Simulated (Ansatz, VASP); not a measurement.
CoNiO2 in VASP and in Ansatz

File INCAR:

```
PREC = Accurate ; ENCUT = 520
EDIFF = 1E-7 ; ISMEAR = -1
SIGMA = 0.05 ; LREAL = False
LASPH = True ; NELM = 150
ALGO = Normal ; ISIF = 2
LWAVE = False ; LCHARG = True
ISPIN = 2 ; MAGMOM = 1 -2 0 0
LORBIT = 11 ; LMAXMIX = 4
GGA = PS ; LELF = True
LVHAR = True ; NBANDS = 28
```

The input KPOINTS:

```
Automatic mesh
0
Gamma
  9 9 6
```

POSCAR

```
CoNiO2
1.0
    3.0143330000      0.0000000000      0.0000000000
    0.0000000000      3.0143330000      0.0000000000
    0.0000000000      0.0000000000      4.2222850000
Ni Co O
1 1 2
Direct
    0.0000000000      0.0000000000      0.0000000000
    0.5000000000      0.5000000000      0.5000000000
    0.0000000000      0.0000000000      0.5000000000
    0.5000000000      0.5000000000      0.0000000000
```

input.yaml

```yaml
crystal:
  lattice:
    - [3.014333, 0.0, 0.0]
    - [0.0, 3.014333, 0.0]
    - [0.0, 0.0, 4.222285]
  atoms:
    - { symbol: Ni, position: [0.0, 0.0, 0.0], spin: 1.0 }
    - { symbol: Co, position: [0.5, 0.5, 0.5], spin: -2.0 }
    - { symbol: O, position: [0.0, 0.0, 0.5] }
    - { symbol: O, position: [0.5, 0.5, 0.0] }
hamiltonian:
  xc: pbesol
  pseudopotentials: { kind: paw }
magnetization:
  spin_polarized: true
kpoints:
  mp_grid: { grid: [9, 9, 6] }
scf:
  occupations: { method: fermi_dirac, width: 0.05 }
output:
  forces: true
  stress: true
  eigenvalues: true
```

Alike in both runs: task single point; functional PBEsol; k mesh 9 × 9 × 6; occupations fermi-dirac, width 0.05 eV; collinear spin.

|  | VASP | Ansatz |
| --- | --- | --- |
| version | VASP 6.6.1 | Ansatz 0.2.0 |
| potentials or method | VASP PAW PBE potentials, release 64 (Ni, Co, O) | Ansatz PAW |
| plane-wave cutoff (eV) | 520 | 420 |
| valence electrons in the cell | 31 | 47 |

VASP gave:

```
gap on the k mesh at the Fermi level (eV)                     : none
pressure (GPa)                                                : -13.9
traceless stress, the component that is largest in VASP (GPa) : 1.85
net moment per atom (μB)                                      : 0.40
size of the moment on the site where the two differ most (μB) : 0.99
```

Q: Estimate Ansatz's values.

A: gap on the k mesh at the Fermi level (eV): none; pressure (GPa): -11.9; traceless stress, the component that is largest in VASP (GPa): 1.08; net moment per atom (μB): 1.14; size of the moment on the site where the two differ most (μB): 1.34.

The net moments are unlike, so the other rows may belong to different states. VASP's potentials were made for PBE, not for PBEsol. Site moments also hang on the region over which each program counts them. A gap of «none» marks a metal or a gap that the smearing closes. VASP's potentials hold 31 valence electrons a cell and Ansatz's 47, so a difference there can come from the potentials and not from the codes.
